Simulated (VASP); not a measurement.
ZnSe: single point with PBE

The system is ZnSe.

```
Zn Se
1.0
     0.00000    2.83242    2.83242
     2.83242    0.00000    2.83242
     2.83242    2.83242    0.00000
Zn Se
1 1
Direct
  0.00000 0.00000 0.00000
  0.25000 0.25000 0.25000
```

- Program: VASP 6.6.1
- Task: single point
- Functional: PBE
- Potentials or basis: VASP PAW PBE potentials, release 64 (Zn, Se)
- Cutoff: 500 eV
- k mesh: 4 × 4 × 4
- Occupations: gaussian, width 0.01 eV
- Spin: no spin polarisation
- Dipole correction: no
- Further INCAR settings: ALGO = Normal; EDIFF = 1e-06; NBANDS = 16

```yaml
Pressure: 2.8 GPa
Band_gap_on_the_k_mesh: 1.28 eV, direct
```

Levels at points of the mesh, in eV from the valence-band top:
| k point | band 7 | band 8 | band 9 | band 10 | band 11 | band 12 |
| --- | --- | --- | --- | --- | --- | --- |
| (0.00, 0.00, 0.00) | 0.00 | 0.00 | 0.00 | 1.28 | 5.78 | 5.78 |
| (0.50, 0.00, 0.00) | -5.25 | -0.87 | -0.87 | 2.53 | 6.36 | 6.36 |
| (0.50, 0.50, 0.00) | -4.78 | -2.20 | -2.20 | 2.96 | 3.44 | 10.75 |

It took 13 s on 1 thread of Intel(R) Xeon(R) Platinum 8175M CPU @ 2.50GHz (Skylake/Cascade Lake), on a shared host, peak memory 0.16 GiB.

Caveat: the k points lie up to 0.48 Å⁻¹ apart. A hybrid or GW would open this gap; PBE tends to underestimate it.
